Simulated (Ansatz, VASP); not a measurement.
**BiP: VASP beside Ansatz**

```
Bi P
1.0
     3.91886    0.00000    0.00000
    -1.95943    3.39383    0.00000
     0.00000    0.00000    3.74881
Bi P
1 1
Cartesian
  0.0000 0.0000 0.0000
  1.9594 1.1313 1.8744
```

Alike in both runs: task single point; functional r2SCAN; k mesh 10 × 10 × 10; occupations gaussian, width 0.05 eV; no spin polarisation.

```csv
,VASP,Ansatz
version,VASP 6.6.1,Ansatz 0.2.0
potentials or method,"VASP PAW PBE potentials, release 64 (Bi_d, P), cutoff 520 eV","scalar-relativistic, plane waves, PAW"
valence electrons in the cell,20,20
```

|  | VASP | Ansatz | Ansatz less VASP |
| --- | --- | --- | --- |
| gap on the k mesh at the Fermi level (eV) | none | none | - |
| pressure (GPa) | 0.0 | 0.0 | 0.00 |

VASP's potentials were made for PBE, not for r2SCAN. A gap of «none» marks a metal or a gap that the smearing closes.

Spin-orbit coupling is off throughout.
